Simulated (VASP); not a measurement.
# Ga2O3 (R-3c) in VASP: single point with PBE

Aim: the single point of Ga2O3 with PBE.

All numbers are computed with VASP 6.6.1; they aren't measurements. Logs are shortened: lines on timing, memory, paths and dates and some standing lists are left out, and cuts for length are marked.

### Step 1. The cell of the first run

The structure is trigonal, space group R-3c (No. 167). The conventional cell has a = 4.985 Å, b = 4.985 Å, c = 13.442 Å, α = 90.00°, β = 90.00°, γ = 120.00°. Ga (site symmetry 3) has 6 O at 1.93 to 2.07 Å within 2.6 Å. Within 3.1 Å of O (site symmetry 2) lie 4 Ga at 1.93 to 2.07 Å and 12 O at 2.62 to 3.01 Å.

### Step 2. Single point, PBE, non-collinear spin, zero start, spin-orbit coupling

File INCAR:

```
SYSTEM = Ga2O3
ALGO = Normal
EDIFF = 1E-7
ENCUT = 520
GGA = PE
GGA_COMPAT = .FALSE.
ISIF = 2
ISMEAR = 0
KPAR = 4
LASPH = .TRUE.
LCHARG = .TRUE.
LORBIT = 11
LORBMOM = .TRUE.
LREAL = .FALSE.
LSORBIT = .TRUE.
LVHAR = .TRUE.
LWAVE = .FALSE.
MAGMOM = 0 0 0 0 0 0 0 0 0 0 0 0 0 0 0 0 0 0 0 0 0 0 0 0 0 0 0 0 0 0
NBANDS = 108
NELM = 150
PREC = Accurate
SIGMA = 0.01
```

File KPOINTS:

```
k-points
0
G
  6 6 6
  0 0 0
```

File POSCAR:

```
Ga2O3
1.0
    2.4922617652      1.4389080010      4.4806389205
   -2.4922617652      1.4389080010      4.4806389205
    0.0000000000     -2.8778160020      4.4806389205
Ga O
4 6
Direct
    0.8554263236      0.8554263236      0.8554263236
    0.6445736764      0.6445736764      0.6445736764
    0.1445736764      0.1445736764      0.1445736764
    0.3554263236      0.3554263236      0.3554263236
    0.7500000000      0.4463665335      0.0536334665
    0.4463665335      0.0536334665      0.7500000000
    0.0536334665      0.7500000000      0.4463665335
    0.2500000000      0.5536334665      0.9463665335
    0.9463665335      0.2500000000      0.5536334665
    0.5536334665      0.9463665335      0.2500000000
```

Potentials or basis: VASP PAW PBE potentials, release 64 (Ga_d, O).

Run with:

```
cat potpaw_PBE.64/Ga_d/POTCAR potpaw_PBE.64/O/POTCAR > POTCAR
mpirun -np 4 vasp_ncl > vasp.out
```

OUTCAR:

```text
SYSTEM = Ga2O3
   EDIFF = 1E-7
   ENCUT = 520
   GGA = PE
   ISIF = 2
   ISMEAR = 0
   LASPH = .TRUE.
   LORBIT = 11
   LREAL = .FALSE.
   LSORBIT = .TRUE.
   NELM = 150
   PREC = Accurate

 ion  position               nearest neighbor table
   1  0.855  0.855  0.855-   9 1.93  10 1.93   8 1.93   7 2.07   5 2.07   6 2.07   2 2.83
   2  0.645  0.645  0.645-   8 1.93  10 1.93   9 1.93   5 2.07   7 2.07   6 2.07   1 2.83
   3  0.145  0.145  0.145-   7 1.93   6 1.93   5 1.93   9 2.07   8 2.07  10 2.07   4 2.83
   4  0.355  0.355  0.355-   5 1.93   6 1.93   7 1.93   8 2.07   9 2.07  10 2.07   3 2.83
   5  0.750  0.446  0.054-   4 1.93   3 1.93   2 2.07   1 2.07
   6  0.446  0.054  0.750-   3 1.93   4 1.93   1 2.07   2 2.07
   7  0.054  0.750  0.446-   3 1.93   4 1.93   1 2.07   2 2.07
   8  0.250  0.554  0.946-   2 1.93   1 1.93   4 2.07   3 2.07
   9  0.946  0.250  0.554-   1 1.93   2 1.93   3 2.07   4 2.07
  10  0.554  0.946  0.250-   1 1.93   2 1.93   3 2.07   4 2.07

  LATTYP: Found a trigonal (rhomboedric) cell.
 ALAT       =     5.3252183127
 COS(alpha) =     0.5619310501

  Lattice vectors:

 A1 = (   2.4922617652,   1.4389080010,   4.4806389205)
 A2 = (  -2.4922617652,   1.4389080010,   4.4806389205)
 A3 = (   0.0000000000,  -2.8778160020,   4.4806389205)

Analysis of symmetry for initial positions (statically):
=====================================================================
 Subroutine PRICEL returns:
 Original cell was already a primitive cell.

 Routine SETGRP: Setting up the symmetry group for a
 trigonal (rhombohedral) supercell.

 Subroutine GETGRP returns: Found 12 space group operations
 (whereof  6 operations were pure point group operations)
 out of a pool of 12 trial point group operations.

The static configuration has the point symmetry S_6 .
 The point group associated with its full space group is D_3d.

Analysis of symmetry for dynamics (positions and initial velocities):
=====================================================================
 Subroutine PRICEL returns:
 Original cell was already a primitive cell.

 Routine SETGRP: Setting up the symmetry group for a
 trigonal (rhombohedral) supercell.

 Subroutine GETGRP returns: Found 12 space group operations
 (whereof  6 operations were pure point group operations)
 out of a pool of 12 trial point group operations.

The dynamic configuration has the point symmetry S_6 .
 The point group associated with its full space group is D_3d.

Analysis of structural, dynamic, and magnetic symmetry:
=====================================================================
 Subroutine PRICEL returns:
 Original cell was already a primitive cell.

 Routine SETGRP: Setting up the symmetry group for a
 trigonal (rhombohedral) supercell.

 Subroutine GETGRP returns: Found 12 space group operations
 (whereof  6 operations were pure point group operations)
 out of a pool of 12 trial point group operations.

The overall configuration has the point symmetry S_6 .
 The point group associated with its full space group is D_3d.

 Subroutine INISYM returns: Found 12 space group operations
 (whereof  6 operations are pure point group operations),
 and found     1 'primitive' translations

----------------------------------------------------------------------------------------

                                     Primitive cell

  volume of cell :      96.4091

  direct lattice vectors                    reciprocal lattice vectors
     2.492261765  1.438908001  4.480638920     0.200620981  0.115828577  0.074394152
    -2.492261765  1.438908001  4.480638920    -0.200620981  0.115828577  0.074394152
     0.000000000 -2.877816002  4.480638920     0.000000000 -0.231657155  0.074394152

  length of vectors
     5.325218313  5.325218313  5.325218313     0.243309530  0.243309530  0.243309530

  position of ions in fractional coordinates (direct lattice)
     0.855426324  0.855426324  0.855426324
     0.644573676  0.644573676  0.644573676
     0.144573676  0.144573676  0.144573676
     0.355426324  0.355426324  0.355426324
     0.750000000  0.446366533  0.053633467
     0.446366533  0.053633467  0.750000000
     0.053633467  0.750000000  0.446366533
     0.250000000  0.553633467  0.946366533
[... 2640 lines left out ...]
     0.000000000 -2.877816002  4.480638920     0.000000000 -0.231657155  0.074394152

 POSITION                                       TOTAL-FORCE (eV/Angst)
 -----------------------------------------------------------------------------------
      0.00000      0.00000     11.49857        -0.000000     -0.000000      0.069784
      0.00000      0.00000      8.66431        -0.000000     -0.000000     -0.069784
      0.00000      0.00000      1.94335        -0.000000     -0.000000     -0.069784
      0.00000      0.00000      4.77761        -0.000000     -0.000000      0.069784
      0.75673      1.56711      5.60080        -0.010061      0.017426      0.000000
      0.97879     -1.43891      5.60080         0.020122     -0.000000      0.000000
     -1.73553     -0.12821      5.60080        -0.010061     -0.017426      0.000000
     -0.75673     -1.56711      7.84112         0.010061     -0.017426      0.000000
      1.73553      0.12821      7.84112         0.010061      0.017426      0.000000
     -0.97879      1.43891      7.84112        -0.020122      0.000000     -0.000000
 -----------------------------------------------------------------------------------
    total drift:                               -0.000000     -0.000000      0.000000

  FREE ENERGIE OF THE ION-ELECTRON SYSTEM (eV)
  ---------------------------------------------------
  free  energy   TOTEN  =       -59.2608116487 eV

  energy  without entropy=      -59.2608116487  energy(sigma->0) =      -59.26081165

 orbital moment (x)

 # of ion     p       d       tot
 ----------------------------------------
  1         0.000  -0.000  -0.000
  2         0.000  -0.000  -0.000
  3         0.000  -0.000  -0.000
  4         0.000  -0.000  -0.000
  5         0.000   0.000   0.000
  6        -0.000   0.000  -0.000
  7         0.000   0.000   0.000
  8         0.000   0.000   0.000
  9         0.000   0.000   0.000
 10        -0.000   0.000  -0.000
 ----------------------------------------
            0.000  -0.000   0.000

 orbital moment (y)

 # of ion     p       d       tot
 ----------------------------------------
  1         0.000  -0.000  -0.000
  2        -0.000   0.000   0.000
  3         0.000  -0.000  -0.000
  4         0.000   0.000   0.000
  5        -0.000   0.000  -0.000
  6         0.000   0.000   0.000
  7         0.000   0.000   0.000
  8        -0.000   0.000  -0.000
  9         0.000   0.000   0.000
 10         0.000   0.000   0.000
 ----------------------------------------
           -0.000   0.000  -0.000

 orbital moment (z)

 # of ion     p       d       tot
 ----------------------------------------
  1        -0.000   0.000  -0.000
  2         0.000  -0.000   0.000
  3        -0.000   0.000  -0.000
  4         0.000  -0.000   0.000
  5        -0.000   0.000  -0.000
  6         0.000   0.000   0.000
  7         0.000   0.000   0.000
  8        -0.000   0.000  -0.000
  9         0.000   0.000   0.000
 10        -0.000   0.000  -0.000
 ----------------------------------------
            0.000   0.000   0.000

 Spin-Orbit-Coupling matrix elements

 Ion:    1  E_soc:     -0.0090614
 l=   1
     0.0000000    -0.0007517    -0.0007807
    -0.0007517     0.0000000    -0.0007517
    -0.0007807    -0.0007517     0.0000000
 l=   2
     0.0000000    -0.0001472     0.0000000    -0.0001472    -0.0006060
    -0.0001472     0.0000000    -0.0004546    -0.0001428    -0.0001472
     0.0000000    -0.0004546     0.0000000    -0.0004546     0.0000000
    -0.0001472    -0.0001428    -0.0004546     0.0000000    -0.0001472
    -0.0006060    -0.0001472     0.0000000    -0.0001472     0.0000000
 l=   3
     0.0000000     0.0000000     0.0000000     0.0000000     0.0000000     0.0000000     0.0000000
     0.0000000     0.0000000     0.0000000     0.0000000     0.0000000     0.0000000     0.0000000
     0.0000000     0.0000000     0.0000000     0.0000000     0.0000000     0.0000000     0.0000000
     0.0000000     0.0000000     0.0000000     0.0000000     0.0000000     0.0000000     0.0000000
[... 169 lines left out ...]
 l=   2
     0.0000000     0.0000000     0.0000000     0.0000000     0.0000000
     0.0000000     0.0000000     0.0000000     0.0000000     0.0000000
     0.0000000     0.0000000     0.0000000     0.0000000     0.0000000
     0.0000000     0.0000000     0.0000000     0.0000000     0.0000000
     0.0000000     0.0000000     0.0000000     0.0000000     0.0000000
 l=   3
     0.0000000     0.0000000     0.0000000     0.0000000     0.0000000     0.0000000     0.0000000
     0.0000000     0.0000000     0.0000000     0.0000000     0.0000000     0.0000000     0.0000000
     0.0000000     0.0000000     0.0000000     0.0000000     0.0000000     0.0000000     0.0000000
     0.0000000     0.0000000     0.0000000     0.0000000     0.0000000     0.0000000     0.0000000
     0.0000000     0.0000000     0.0000000     0.0000000     0.0000000     0.0000000     0.0000000
     0.0000000     0.0000000     0.0000000     0.0000000     0.0000000     0.0000000     0.0000000
     0.0000000     0.0000000     0.0000000     0.0000000     0.0000000     0.0000000     0.0000000

 total charge

# of ion       s       p       d       tot
------------------------------------------
    1        0.671   0.741  10.259  11.671
    2        0.671   0.741  10.259  11.671
    3        0.671   0.741  10.259  11.671
    4        0.671   0.741  10.259  11.671
    5        1.558   3.521   0.000   5.079
    6        1.558   3.521   0.000   5.079
    7        1.558   3.521   0.000   5.079
    8        1.558   3.521   0.000   5.079
    9        1.558   3.521   0.000   5.079
   10        1.558   3.521   0.000   5.079
--------------------------------------------------
tot         12.035  24.090  41.034  77.159

 magnetization (x)

# of ion       s       p       d       tot
------------------------------------------
    1       -0.000   0.000   0.000   0.000
    2       -0.000  -0.000   0.000  -0.000
    3       -0.000   0.000   0.000   0.000
    4       -0.000  -0.000   0.000  -0.000
    5        0.000  -0.000   0.000  -0.000
    6       -0.000   0.000   0.000   0.000
    7        0.000  -0.000   0.000  -0.000
    8        0.000  -0.000   0.000  -0.000
    9        0.000  -0.000   0.000  -0.000
   10       -0.000   0.000   0.000   0.000
--------------------------------------------------
tot          0.000   0.000   0.000   0.000

 magnetization (y)

# of ion       s       p       d       tot
------------------------------------------
    1       -0.000   0.000   0.000   0.000
    2        0.000   0.000   0.000   0.000
    3       -0.000   0.000   0.000   0.000
    4        0.000   0.000   0.000   0.000
    5       -0.000   0.000   0.000   0.000
    6        0.000  -0.000   0.000  -0.000
    7        0.000  -0.000   0.000  -0.000
    8       -0.000   0.000   0.000   0.000
    9        0.000  -0.000   0.000  -0.000
   10        0.000  -0.000   0.000  -0.000
--------------------------------------------------
tot         -0.000   0.000   0.000   0.000

 magnetization (z)

# of ion       s       p       d       tot
------------------------------------------
    1       -0.000  -0.000   0.000  -0.000
    2        0.000   0.000  -0.000   0.000
    3       -0.000  -0.000   0.000  -0.000
    4        0.000   0.000  -0.000   0.000
    5       -0.000   0.000   0.000   0.000
    6        0.000   0.000   0.000   0.000
    7        0.000  -0.000   0.000  -0.000
    8        0.000   0.000   0.000   0.000
    9        0.000  -0.000   0.000  -0.000
   10        0.000   0.000   0.000   0.000
--------------------------------------------------
tot          0.000   0.000   0.000   0.000
```

It took 5.6 min on 4 MPI ranks of Intel Xeon Platinum 8259CL at 2.50GHz (Skylake/Cascade Lake), shared host; peak memory 0.79 GiB.

Results:

| Quantity | Value |
| --- | --- |
| Free energy | -59.2608 eV |
| Pressure | 10.4 GPa |
| Largest force | 0.070 eV/Å |
| Net moment | 0.00 μB per cell |
| Valence electrons inside the program's atomic spheres | Ga 11.67; O 5.08 |

Forces on the atoms (eV/Å):
```
Ga   0.000  0.000  0.070
Ga   0.000  0.000 -0.070
Ga   0.000  0.000 -0.070
Ga   0.000  0.000  0.070
O   -0.010  0.017  0.000
O    0.020  0.000  0.000
O   -0.010 -0.017  0.000
O    0.010 -0.017  0.000
O    0.010  0.017  0.000
O   -0.020  0.000  0.000
```

Moments on the atoms (μB; x, y, z):
```
Ga  0.00 0.00 0.00
Ga  0.00 0.00 0.00
Ga  0.00 0.00 0.00
Ga  0.00 0.00 0.00
O   0.00 0.00 0.00
O   0.00 0.00 0.00
O   0.00 0.00 0.00
O   0.00 0.00 0.00
O   0.00 0.00 0.00
O   0.00 0.00 0.00
```

Caveat: the cell stands under pressure.
